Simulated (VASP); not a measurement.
**Zn4HO4 (a cell with a defect): single point with PBE**

The system is Zn4HO4 (a cell with a defect).

```xyz
9
Lattice="5.6099 0.0000 0.0000 0.0000 5.6099 0.0000 0.0000 0.0000 3.2790" Properties=species:S:1:pos:R:3 pbc="T T T"
Zn    1.0189    1.0189    1.6395
Zn    4.5910    4.5910    1.6395
Zn    3.8238    1.7860    0.0000
Zn    1.7860    3.8238    0.0000
O     4.5915    1.0184    1.6395
O     1.0184    4.5915    1.6395
O     3.8233    3.8233    0.0000
O     1.7866    1.7866    0.0000
H     5.6094    3.8897    0.4099
```

```json
{
  "Program": "VASP 6.6.1",
  "Task": "single point",
  "Functional": "PBE",
  "Potentials or basis": "VASP PAW PBE potentials, release 64 (Zn, O, H)",
  "Cutoff": "520 eV",
  "k mesh": "4 × 4 × 8",
  "Occupations": "gaussian, width 0.05 eV",
  "Spin": "no spin polarisation",
  "Dipole correction": "no",
  "Further INCAR settings": "ALGO = Normal; EDIFF = 1e-07; NBANDS = 46"
}
```

```yaml
Pressure: 6.0 GPa
Largest_force: 0.962 eV/Å
Band_gap_on_the_k_mesh: zero (an odd number of electrons rules out a gap without spin polarisation)
```

Forces in eV/Å, atoms in the order of the input:
```
Zn   0.006  0.207 -0.012
Zn  -0.360  0.443  0.569
Zn  -0.022 -0.231 -0.003
Zn   0.127 -0.416 -0.170
O   -0.051 -0.118  0.027
O    0.650  0.500  0.467
O   -0.880 -0.017 -0.388
O    0.208 -0.065  0.001
H    0.323 -0.303 -0.492
```

Stress tensor (GPa, compression positive):
```
 6.26 -0.21  0.11
-0.21  3.93  1.22
 0.11  1.22  7.94
```

Levels at points of the mesh, in eV from the Fermi level:
```
           k point  band 34  band 35  band 36  band 37  band 38  band 39
(0.00, 0.00, 0.00)    -2.08    -1.96    -1.82    -1.74     1.44     3.26
(0.50, 0.00, 0.00)    -2.28    -2.18    -2.16    -0.40     1.30     2.69
(0.00, 0.50, 0.00)    -2.44    -2.09    -1.98    -0.54     1.38     3.10
(0.50, 0.50, 0.00)    -2.54    -2.49    -2.47    -0.34     2.32     2.53
(0.00, 0.00, 0.50)    -3.47    -3.04    -3.02     0.93     3.82     4.60
(0.50, 0.00, 0.50)    -3.36    -2.78    -2.75     0.06     3.87     4.06
(0.00, 0.50, 0.50)    -3.25    -2.79    -2.77     0.75     3.96     4.65
(0.50, 0.50, 0.50)    -3.12    -2.93    -2.90    -0.08     3.57     3.86
```

It took 3.1 min on 1 thread of Intel(R) Xeon(R) 6975P-C (Granite Rapids), on a shared host, peak memory 0.35 GiB.

Caveat: an odd number of electrons without spin polarisation forces a metal; a magnetic or distorted state may lie lower.
